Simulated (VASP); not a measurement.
# BaTe (Fm-3m) in VASP: further runs

The runs below take BaTe through relaxation of cell and atoms, single point, with HSE06, HF, r2SCAN0.

Everything below comes from runs of VASP 6.6.1. Logs are shortened: lines on timing, memory, paths and dates and some standing lists are left out, and cuts for length are marked.

**1. The cell of the first run**

The structure is cubic, space group Fm-3m (No. 225). Conventional cell: a = 7.067 Å, b = 7.067 Å, c = 7.067 Å, α = 90.00°, β = 90.00°, γ = 90.00°. Ba (site symmetry m-3m) has 6 Te at 3.53 Å within 4.6 Å. Te (site symmetry m-3m) has 6 Ba at 3.53 Å within 4.6 Å.

**2. Relaxation of cell and atoms, HSE06**

POSCAR

```
BaTe
1.0
    0.0000000000      3.5333946272      3.5333946272
    3.5333946272      0.0000000000      3.5333946272
    3.5333946272      3.5333946272      0.0000000000
Ba Te
1 1
Direct
    0.0000000000      0.0000000000      0.0000000000
    0.5000000000      0.5000000000      0.5000000000
```

INCAR.step1

```
PREC = Accurate
ENCUT = 600
EDIFF = 1E-5
ISMEAR = -1
SIGMA = 0.02
LREAL = F
LASPH = T
NELM = 100
ALGO = Normal
LWAVE = T
LCHARG = F
GGA = PE
NBANDS = 15
```

INCAR.step2

```
PREC = Accurate
ENCUT = 600
EDIFF = 1E-7
ISMEAR = -1
SIGMA = 0.02
LREAL = F
LASPH = T
NELM = 100
ALGO = Normal
ISIF = 3
LWAVE = F
LCHARG = F
GGA = PE
LHFCALC = T
HFSCREEN = 0.2079
PRECFOCK = Normal
IBRION = 2
NSW = 80
EDIFFG = -0.005
ISTART = 1
```

KPOINTS

```
regular mesh
0
Gamma
  4 4 4
```

Potentials or basis: VASP PAW PBE potentials, release 64 (Ba_sv, Te).

On the command line:

```
$ cat potpaw_PBE.64/Ba_sv/POTCAR potpaw_PBE.64/Te/POTCAR > POTCAR
$ cp INCAR.step1 INCAR
$ mpirun -np 1 vasp_std > vasp.out
$ cp INCAR.step2 INCAR
$ mpirun -np 1 vasp_std > vasp.out
```

OUTCAR:

```text
PREC = Accurate
   ENCUT = 600
   EDIFF = 1E-7
   ISMEAR = -1
   LREAL = F
   LASPH = T
   NELM = 100
   ISIF = 3
   GGA = PE
   LHFCALC = T
   HFSCREEN = 0.2079
   PRECFOCK = Normal
   IBRION = 2
   NSW = 80
   EDIFFG = -0.005
   ISTART = 1

 ion  position               nearest neighbor table
   1  0.000  0.000  0.000-   2 3.53   2 3.53   2 3.53   2 3.53   2 3.53   2 3.53
   2  0.500  0.500  0.500-   1 3.53   1 3.53   1 3.53   1 3.53   1 3.53   1 3.53

  LATTYP: Found a face centered cubic cell.
 ALAT       =     7.0667892544

  Lattice vectors:

 A1 = (   0.0000000000,   3.5333946272,   3.5333946272)
 A2 = (   3.5333946272,   0.0000000000,   3.5333946272)
 A3 = (   3.5333946272,   3.5333946272,   0.0000000000)

Analysis of symmetry for initial positions (statically):
=====================================================================
 Subroutine PRICEL returns:
 Original cell was already a primitive cell.

 Routine SETGRP: Setting up the symmetry group for a
 face centered cubic supercell.

 Subroutine GETGRP returns: Found 48 space group operations
 (whereof 48 operations were pure point group operations)
 out of a pool of 48 trial point group operations.

The static configuration has the point symmetry O_h .

Analysis of symmetry for dynamics (positions and initial velocities):
=====================================================================
 Subroutine PRICEL returns:
 Original cell was already a primitive cell.

 Routine SETGRP: Setting up the symmetry group for a
 face centered cubic supercell.

 Subroutine GETGRP returns: Found 48 space group operations
 (whereof 48 operations were pure point group operations)
 out of a pool of 48 trial point group operations.

The dynamic configuration has the point symmetry O_h .

 Subroutine INISYM returns: Found 48 space group operations
 (whereof 48 operations are pure point group operations),
 and found     1 'primitive' translations

----------------------------------------------------------------------------------------

                                     Primitive cell

  volume of cell :      88.2280

  direct lattice vectors                    reciprocal lattice vectors
     0.000000000  3.533394627  3.533394627    -0.141506979  0.141506979  0.141506979
     3.533394627  0.000000000  3.533394627     0.141506979 -0.141506979  0.141506979
     3.533394627  3.533394627  0.000000000     0.141506979  0.141506979 -0.141506979

  length of vectors
     4.996974603  4.996974603  4.996974603     0.245097278  0.245097278  0.245097278

  position of ions in fractional coordinates (direct lattice)
     0.000000000  0.000000000  0.000000000
     0.500000000  0.500000000  0.500000000

  ion indices of the primitive-cell ions
   primitive index   ion index
                 1           1
                 2           2

----------------------------------------------------------------------------------------

 KPOINTS: regular mesh

Automatic generation of k-mesh.
 Grid dimensions read from file:
 generate k-points for:    4    4    4

 Generating k-lattice:

  Cartesian coordinates                     Fractional coordinates (reciprocal lattice)
    -0.035376745  0.035376745  0.035376745     0.250000000  0.000000000  0.000000000
     0.035376745 -0.035376745  0.035376745     0.000000000  0.250000000  0.000000000
     0.035376745  0.035376745 -0.035376745     0.000000000  0.000000000  0.250000000

  Length of vectors
[... 53 lines left out ...]
   ISMEAR =    -1;   SIGMA  =   0.02  broadening in eV -4-tet -1-fermi 0-gaus
   EFERMI_NEDOS =   21; number of points for ismear=-14 and -15
   IALGO  =     38    algorithm
   IMIX   =      1    mixing-type and parameters
     AMIX     =   0.40;   BMIX     =  1.00
     AMIX_MAG =   1.60;   BMIX_MAG =  1.00
  volume/ion in A,a.u.               =      44.11       297.70
  Fermi-wavevector in a.u.,A,eV,Ry     =   0.926643  1.751102 11.682890  0.858668
  Thomas-Fermi vector in A             =   2.052628
   LORBIT       =      0    0 simple, 1 ext, 2 COOP (PROOUT), +10 PAW based schemes
   GGA     = PE    functional components
   LHFCALC =     T    Hartree Fock is set to
   PRECFOCK=normal    Normal, Fast or Accurate (Low or Medium for compatibility)
   ENCUT4O =  -1.0   cutoff for four orbital integrals eV
   NKREDX  =     1    reduce k-point grid by
   NKREDY  =     1    reduce k-point grid by
   NKREDZ  =     1    reduce k-point grid by
   AEXX    =    0.2500 exact exchange contribution
   HFSCREEN=    0.2079 screening length (either q_TF or 0.3 A-1)
   HFSCREENC=   0.2079 screening length for correlation (either q_TF or 0.3 A-1)
   ENCUTFOCK=  -1.0 apply spherical cutoff to Coloumb kernel
   IVDW    =     0    specifies the selected vdW correction
   LEPSILON=     F    determine dielectric tensor
   LRPA    =     F    only Hartree local field effects (RPA)
 conjugate gradient relaxation of ions
 non-spin polarized calculation
  energy-cutoff  :      600.00
  volume of cell :       88.23
 maximum number of plane-waves:      2954
  NGX = 30; NGY = 30; NGZ = 30

--------------------------------------- Ionic step        1  -------------------------------------------

 number of electron      16.0000000 magnetization

 Free energy of the ion-electron system (eV)
  ---------------------------------------------------
  ext. energy  EPLUGINS =         0.00000000
  ---------------------------------------------------
  free energy    TOTEN  =        -9.80074768 eV

  energy without entropy =       -9.80074768  energy(sigma->0) =       -9.80074768

------------------------ aborting loop because EDIFF is reached ----------------------------------------

  FORCE on cell =-STRESS in cart. coord.  units (eV):
  Direction    XX          YY          ZZ          XY          YZ          ZX
  --------------------------------------------------------------------------------------
  -------------------------------------------------------------------------------------
  Total       -0.0223371     -0.0223371     -0.0223371     -0.0000000     -0.0000000     -0.0000000
  in kB       -0.4056307     -0.4056307     -0.4056307     -0.0000000     -0.0000000     -0.0000000
  external PRESSURE =      -0.4056307 kB  Pullay stress =       0.0000000 kB

 VOLUME and BASIS-vectors are now :
 -----------------------------------------------------------------------------
  energy-cutoff  :      600.00
  volume of cell :       88.23
      direct lattice vectors                 reciprocal lattice vectors
     0.000000000  3.533394627  3.533394627    -0.141506979  0.141506979  0.141506979
     3.533394627  0.000000000  3.533394627     0.141506979 -0.141506979  0.141506979
     3.533394627  3.533394627  0.000000000     0.141506979  0.141506979 -0.141506979

 POSITION                                       TOTAL-FORCE (eV/Angst)
 -----------------------------------------------------------------------------------
      0.00000      0.00000      0.00000         0.000000      0.000000      0.000000
      3.53339      3.53339      3.53339        -0.000000     -0.000000     -0.000000
 -----------------------------------------------------------------------------------
    total drift:                               -0.000000     -0.000000     -0.000000

  FREE ENERGIE OF THE ION-ELECTRON SYSTEM (eV)
  ---------------------------------------------------
  free  energy   TOTEN  =        -9.8007476817 eV

  energy  without entropy=       -9.8007476817  energy(sigma->0) =       -9.80074768

--------------------------------------- Ionic step        2  -------------------------------------------

 number of electron      16.0000000 magnetization

 Free energy of the ion-electron system (eV)
  ---------------------------------------------------
  ext. energy  EPLUGINS =         0.00000000
  ---------------------------------------------------
  free energy    TOTEN  =        -9.80076257 eV

  energy without entropy =       -9.80076257  energy(sigma->0) =       -9.80076257

 E-fermi :   2.0496     XC(G=0):  -6.8300

 val. band max:        1.5972117551   @ k =   0.0000   0.0000   0.0000
 cond. band min:       3.8926845375   @ k =   0.5000   0.5000   0.0000
 fundamental gap:      2.2954727824
 Fermi energy:         2.0495860039

 k-point     1 :       0.0000    0.0000    0.0000
  band No.  band energies     occupation
      1     -27.3999      2.00000
      2     -11.4878      2.00000
      3     -11.4878      2.00000
      4     -11.4878      2.00000
      5      -8.7316      2.00000
      6       1.5972      2.00000
      7       1.5972      2.00000
      8       1.5972      2.00000
      9       5.1422      0.00000
     10       5.3840      0.00000
     11       5.3840      0.00000
     12       5.3840      0.00000
[... 91 lines left out ...]
 k-point     8 :      -0.2500    0.5000    0.2500
  band No.  band energies     occupation
      1     -27.3826      2.00000
      2     -11.6410      2.00000
      3     -11.6345      2.00000
      4     -11.6345      2.00000
      5      -8.2819      2.00000
      6       0.2806      2.00000
      7       0.5868      2.00000
      8       0.5868      2.00000
      9       5.9496      0.00000
     10       5.9496      0.00000
     11       7.2532      0.00000
     12       7.6068      0.00000

------------------------ aborting loop because EDIFF is reached ----------------------------------------

  FORCE on cell =-STRESS in cart. coord.  units (eV):
  Direction    XX          YY          ZZ          XY          YZ          ZX
  --------------------------------------------------------------------------------------
  -------------------------------------------------------------------------------------
  Total        0.0045083      0.0045083      0.0045083      0.0000000      0.0000000     -0.0000000
  in kB        0.0820003      0.0820003      0.0820003      0.0000000      0.0000000     -0.0000000
  external PRESSURE =       0.0820003 kB  Pullay stress =       0.0000000 kB

 VOLUME and BASIS-vectors are now :
 -----------------------------------------------------------------------------
  energy-cutoff  :      600.00
  volume of cell :       88.09
      direct lattice vectors                 reciprocal lattice vectors
     0.000000000  3.531490833  3.531490833    -0.141583264  0.141583264  0.141583264
     3.531490833 -0.000000000  3.531490833     0.141583264 -0.141583264  0.141583264
     3.531490833  3.531490833 -0.000000000     0.141583264  0.141583264 -0.141583264

 POSITION                                       TOTAL-FORCE (eV/Angst)
 -----------------------------------------------------------------------------------
      0.00000      0.00000      0.00000         0.000000      0.000000      0.000000
      3.53149      3.53149      3.53149        -0.000000     -0.000000     -0.000000
 -----------------------------------------------------------------------------------
    total drift:                               -0.000001     -0.000001     -0.000001

  FREE ENERGIE OF THE ION-ELECTRON SYSTEM (eV)
  ---------------------------------------------------
  free  energy   TOTEN  =        -9.8007625730 eV

  energy  without entropy=       -9.8007625730  energy(sigma->0) =       -9.80076257

 reached required accuracy - stopping structural energy minimisation
```

Run time: 17 min. Hardware: 1 thread of Intel Xeon Platinum 8488C (Sapphire Rapids), shared host; peak memory 0.37 GiB.

What came out:

```yaml
Free_energy: -9.8008 eV
Relaxed_volume: 44.04 Å³/atom
Relaxed_cell: a = 4.994 Å, b = 4.994 Å, c = 4.994 Å, α = 60.00°, β = 60.00°, γ = 60.00°
Space_group_after_relaxing_to_0.1_Å: Fm-3m (No. 225)
Energy_gained_by_relaxing: 0.0 meV/atom
Ionic_steps: 2
Pressure_after_relaxing: 0.0 GPa
Band_gap_on_the_k_mesh: 2.30 eV (least direct gap 2.72 eV)
```

Final structure:
```
Ba Te
1.0
     0.00000    3.53149    3.53149
     3.53149    0.00000    3.53149
     3.53149    3.53149    0.00000
Ba Te
1 1
Direct
  0.00000 0.00000 0.00000
  0.50000 0.50000 0.50000
```

Levels at points of the mesh, in eV from the valence-band top:
| k point | band 5 | band 6 | band 7 | band 8 | band 9 | band 10 | band 11 | band 12 |
| --- | --- | --- | --- | --- | --- | --- | --- | --- |
| (0.00, 0.00, 0.00) | -10.33 | 0.00 | 0.00 | 0.00 | 3.54 | 3.79 | 3.79 | 3.79 |
| (0.50, 0.00, 0.00) | -9.55 | -2.33 | -1.13 | -1.13 | 4.88 | 5.68 | 5.87 | 5.87 |
| (0.50, 0.50, 0.00) | -10.09 | -1.25 | -0.43 | -0.43 | 2.30 | 5.32 | 5.38 | 6.48 |

Caveat: the PAW data sets were made with another functional, which shifts forces and pressure a little; spin-orbit coupling is left out, which moves the levels of the heavy elements. A k mesh can miss the band edges.

**3. Single point, HF**

POSCAR is that of step 2.

INCAR.step1

```
PREC = Accurate
ENCUT = 520
EDIFF = 1E-5
ISMEAR = 0
SIGMA = 0.01
LREAL = F
LASPH = T
NELM = 100
ALGO = Normal
ISIF = 2
LWAVE = T
LCHARG = F
GGA = PE
NBANDS = 15
```

INCAR.step2

```
PREC = Accurate
ENCUT = 520
EDIFF = 1E-7
ISMEAR = 0
SIGMA = 0.01
LREAL = F
LASPH = T
NELM = 100
ALGO = Normal
ISIF = 2
LWAVE = F
LCHARG = F
GGA = PE
LHFCALC = T
AEXX = 1.0
ALDAC = 0.0
AGGAC = 0.0
PRECFOCK = Normal
ISTART = 1
NBANDS = 15
```

KPOINTS

```
Automatic mesh
0
Gamma
  4 4 4
```

Potentials or basis: VASP PAW PBE potentials, release 64 (Ba_sv, Te).

On the command line:

```
$ cat potpaw_PBE.64/Ba_sv/POTCAR potpaw_PBE.64/Te/POTCAR > POTCAR
$ cp INCAR.step1 INCAR
$ mpirun -np 1 vasp_std > vasp.out
$ cp INCAR.step2 INCAR
$ mpirun -np 1 vasp_std > vasp.out
```

It took 9.9 min on 1 thread of AMD EPYC 9R14 (Zen 4), shared host; peak memory 0.22 GiB.

The run converged. Its results:

```
Free energy            : -15.7757 eV
Pressure               : 2.7 GPa
Band gap on the k mesh : 7.91 eV (least direct gap 8.45 eV)
```

Levels at points of the mesh, in eV from the valence-band top:
```tsv
k point	band 4	band 5	band 6	band 7	band 8	band 9	band 10	band 11	band 12	band 13
(0.00, 0.00, 0.00)	-15.22	-12.49	0.00	0.00	0.00	8.75	9.77	9.77	9.77	10.51
(0.50, 0.00, 0.00)	-15.21	-11.34	-2.73	-1.27	-1.27	10.35	12.06	12.45	12.45	13.91
(0.50, 0.50, 0.00)	-15.33	-12.14	-1.55	-0.54	-0.54	7.91	11.05	11.72	12.68	13.48
```

Caveat: the PAW data sets were made with another functional, which shifts forces and pressure a little; spin-orbit coupling is left out, which moves the levels of the heavy elements. A k mesh can miss the band edges.

**4. Single point, r2SCAN0**

POSCAR is that of step 3.

INCAR.step1

```
SYSTEM = BaTe
PREC = Accurate
ENCUT = 520
EDIFF = 1E-5
ISMEAR = 0
SIGMA = 0.01
LREAL = .FALSE.
LASPH = .TRUE.
NELM = 60
ALGO = Normal
ISIF = 2
LWAVE = .TRUE.
LCHARG = .FALSE.
NBANDS = 15
GGA = PE
```

INCAR.step2

```
SYSTEM = BaTe
PREC = Accurate
ENCUT = 520
EDIFF = 1E-7
ISMEAR = 0
SIGMA = 0.01
LREAL = .FALSE.
LASPH = .TRUE.
NELM = 60
ALGO = Normal
ISIF = 2
LWAVE = .FALSE.
LCHARG = .FALSE.
METAGGA = R2SCAN
LHFCALC = .TRUE.
AEXX = 0.25
LMIXTAU = .TRUE.
PRECFOCK = Normal
NBANDS = 15
ISTART = 1
```

KPOINTS

```
regular mesh
0
G
  4 4 4
  0 0 0
```

On the command line:

```
$ cat potpaw_PBE.64/Ba_sv/POTCAR potpaw_PBE.64/Te/POTCAR > POTCAR
$ cp INCAR.step1 INCAR
$ mpirun -np 1 vasp_std > vasp.out
$ cp INCAR.step2 INCAR
$ mpirun -np 1 vasp_std > vasp.out
```

Run time: 6.8 min. Hardware: 1 thread of AMD EPYC 9R14 (Zen 4), shared host; peak memory 0.25 GiB.

It converged, with:

| Item | Value |
| --- | --- |
| Free energy | -46.1160 eV |
| Pressure | -0.1 GPa |
| Band gap on the k mesh | 3.20 eV (least direct gap 3.65 eV) |

Levels at points of the mesh, in eV from the valence-band top:
| k point | band 6 | band 7 | band 8 | band 9 | band 10 | band 11 |
| --- | --- | --- | --- | --- | --- | --- |
| (0.00, 0.00, 0.00) | 0.00 | 0.00 | 0.00 | 4.60 | 4.76 | 4.76 |
| (0.50, 0.00, 0.00) | -2.37 | -1.15 | -1.15 | 5.83 | 6.72 | 6.94 |
| (0.50, 0.50, 0.00) | -1.30 | -0.44 | -0.44 | 3.20 | 6.39 | 6.51 |

Caveat: the PAW data sets were made with another functional, which shifts forces and pressure a little; spin-orbit coupling is left out, which moves the levels of the heavy elements. A k mesh can miss the band edges.

**5. Overview**

| task | level | cell | cutoff (eV) | smearing | share of exact exchange | screening parameter | gap on the mesh (eV) | pressure (GPa) |
| --- | --- | --- | --- | --- | --- | --- | --- | --- |
| relaxation of cell and atoms | HSE06 | relaxed | 600 | fermi-dirac 0.02 eV | 0.25 | 0.2079 1/Å | 2.30 | 0.0 |
| single point | HF | as given | 520 | gaussian 0.01 eV | 1 | - | 7.91 | 2.7 |
| single point | r2SCAN0 | as given | 520 | gaussian 0.01 eV | 0.25 | - | 3.20 | -0.1 |

Alike in all rows: potentials or basis VASP PAW PBE potentials, release 64 (Ba_sv, Te); no spin polarisation; k mesh 4 × 4 × 4.

Caveats: the PAW data sets were made with another functional, which shifts forces and pressure a little; spin-orbit coupling is left out, which moves the levels of the heavy elements.

Absolute energies hang on the potentials; compare differences alone.
